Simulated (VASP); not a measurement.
Here is a VASP 6.6.1 calculation.

INCAR

```
ALGO = Normal
DIPOL = 0.5 0.5 0.437
EDIFF = 1E-6
ENCUT = 520
GGA = PS
GGA_COMPAT = False
IDIPOL = 3
ISIF = 2
ISMEAR = 1
IVDW = 13
LASPH = True
LCHARG = False
LDIPOL = True
LREAL = False
LWAVE = False
NBANDS = 30
NELM = 120
NELMDL = -8
PREC = Accurate
SIGMA = 0.1
```

Contents of KPOINTS:

```
k-points
0
Gamma
  24 24 1
```

POSCAR

```
Cu
1.0
    2.4568680386      0.0000000000      0.0000000000
   -1.2284340193      2.1277101352      0.0000000000
    0.0000000000      0.0000000000     23.0206405349
Cu
4
Direct
    0.0000000000      0.0000000000      0.3040749448
    0.6666666667      0.3333333333      0.3929452496
    0.3333333333      0.6666666667      0.4822180557
    1.0000000000      1.0000000000      0.5707105392
```

Potentials or basis: VASP PAW PBE potentials, release 64 (Cu).

Run with:

```console
$ cat potpaw_PBE.64/Cu/POTCAR > POTCAR
$ mpirun -np 1 vasp_std > vasp.out
```

Problem. Estimate the dispersion energy per atom.

Solution. -0.256 eV.

Problem. What does it give for the band gap on the k mesh?

Solution. Zero (band 22 reaches 4.00 eV, above the bottom of band 23 at -1.74 eV).

Problem. Estimate the largest force.

Solution. 0.134 eV/Å.

Forces in eV/Å, atoms in the order of the input:
```
Cu   0.000  0.000 -0.090
Cu   0.000  0.000  0.048
Cu   0.000  0.000 -0.092
Cu   0.000  0.000  0.134
```

Caveat: the PAW data sets were made with another functional, which shifts forces and pressure a little.
